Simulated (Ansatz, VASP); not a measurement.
**One calculation of PbS, two programs**

File INCAR:

```
SYSTEM = PbS
PREC = Accurate ; ENCUT = 520
EDIFF = 1E-7 ; ISMEAR = -1
SIGMA = 0.02 ; LREAL = .False.
LASPH = .True. ; NELM = 60
ALGO = Normal ; ISIF = 2
LWAVE = .False. ; LCHARG = .False.
GGA = PE ; NBANDS = 50
```

The input KPOINTS:

```
regular mesh
0
Gamma
  4 6 4
  0 0 0
```

Contents of POSCAR:

```
PbS
1.0
    8.3969063224      0.0000000000      0.0000000000
    0.0000000000      4.1985378630      0.0000000000
    0.0000000000      0.0000000000      5.9549034859
Pb S
4 4
Direct
    0.1248373440      0.7500000000      0.7501603134
    0.6248373440      0.7500000000      0.7498396866
    0.8751626560      0.2500000000      0.2498396866
    0.3751626560      0.2500000000      0.2501603134
    0.8753329468      0.2500000000      0.7502171910
    0.3753329468      0.2500000000      0.7497828090
    0.1246670532      0.7500000000      0.2497828090
    0.6246670532      0.7500000000      0.2502171910
```

Input for Ansatz:

```yaml
crystal:
  lattice:
    - [8.3969063224, 0.0, 0.0]
    - [0.0, 4.198537863, 0.0]
    - [0.0, 0.0, 5.9549034859]
  atoms:
    - { symbol: Pb, position: [0.124837344, 0.75, 0.7501603134] }
    - { symbol: Pb, position: [0.624837344, 0.75, 0.7498396866] }
    - { symbol: Pb, position: [0.875162656, 0.25, 0.2498396866] }
    - { symbol: Pb, position: [0.375162656, 0.25, 0.2501603134] }
    - { symbol: S, position: [0.8753329468, 0.25, 0.750217191] }
    - { symbol: S, position: [0.3753329468, 0.25, 0.749782809] }
    - { symbol: S, position: [0.1246670532, 0.75, 0.249782809] }
    - { symbol: S, position: [0.6246670532, 0.75, 0.250217191] }
kpoints:
  mp_grid: { grid: [4, 6, 4] }
  band_path:
    path:
      - [[0.0, 0.0, 0.0], [0.5, -5.417463002526e-34, -7.971430751644e-20], [0.5, 0.5, -7.971430751644e-20], [-1.242412963299e-49, 0.5, 7.353791612083e-34], [0.0, 0.0, 0.0], [1.354747934656e-35, -2.214200522128e-50, 0.5], [0.5, -5.417463002526e-34, 0.5], [0.5, 0.5, 0.5], [1.354747934656e-35, 0.5, 0.5], [1.354747934656e-35, -2.214200522128e-50, 0.5]]
      - [[0.5, -5.417463002526e-34, -7.971430751644e-20], [0.5, -5.417463002526e-34, 0.5]]
      - [[-1.242412963299e-49, 0.5, 7.353791612083e-34], [1.354747934656e-35, 0.5, 0.5]]
      - [[0.5, 0.5, -7.971430751644e-20], [0.5, 0.5, 0.5]]
    npoints: 10
hamiltonian:
  xc: pbe
scf:
  occupations: { method: fermi_dirac, width: 0.02 }
  n_extra_bands: 6
output:
  forces: true
  stress: true
  eigenvalues: true
```

Alike in both runs: task single point; functional PBE; k mesh 4 × 6 × 4; occupations fermi-dirac, width 0.02 eV; no spin polarisation.

|  | VASP | Ansatz |
| --- | --- | --- |
| version | VASP 6.6.1 | Ansatz 0.2.0 |
| potentials or method | VASP PAW PBE potentials, release 64 (Pb_d, S) | plane waves, PAW |
| plane-wave cutoff (eV) | 520 | 420 |
| valence electrons in the cell | 80 | 80 |

|  | VASP | Ansatz | Ansatz less VASP |
| --- | --- | --- | --- |
| pressure (GPa) | 1.8 | 1.9 | +0.07 |

With one functional, cell and mesh, what is left measures potentials, basis and numerics.

Spin-orbit coupling is off throughout.
